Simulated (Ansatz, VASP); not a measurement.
# Sb, level by level in two programs

```
Sb
1.0
    -1.87134    1.87134    1.87134
     1.87134   -1.87134    1.87134
     1.87134    1.87134   -1.87134
Sb
1
Direct
  0.00000 0.00000 0.00000
```

Single points on this cell with VASP 6.6.1 and Ansatz 0.2.0. Each row is one pair of runs. Alike in all rows: spin: off; k mesh: 10 × 10 × 10; VASP's potentials, cutoff: VASP PAW PBE potentials, release 64 (Sb), 520 eV; Ansatz's potentials, cutoff: Ansatz PAW, 420 eV.

| level | smearing | gap on the k mesh at the Fermi level (eV), VASP | gap on the k mesh at the Fermi level (eV), Ansatz | pressure (GPa), VASP | pressure (GPa), Ansatz |
| --- | --- | --- | --- | --- | --- |
| PBE | gaussian, width 0.013 eV | none | none | 3.0 | 3.1 |
| PBE | gaussian, width 0.014 eV | none | none | 3.0 | 3.1 |
| PBE | gaussian, width 0.015 eV | none | none | 3.0 | 3.1 |
| PBE | gaussian, width 0.016 eV | none | none | 3.0 | 3.1 |
| PBE | gaussian, width 0.017 eV | none | none | 3.0 | 3.1 |
| PBE | gaussian, width 0.019 eV | none | none | 3.0 | 3.1 |
| PBE | gaussian, width 0.022 eV | none | none | 3.0 | 3.1 |
| PBE | gaussian, width 0.023 eV | none | none | 3.0 | 3.1 |

Pressure (GPa): the two programs differ by at most 0.12.

VASP's potentials hold 5 valence electrons a cell and Ansatz's 15, so a difference there can come from the potentials and not from the codes.

A gap of «none» marks a metal or a gap that the smearing closes.

Spin-orbit coupling is off throughout.
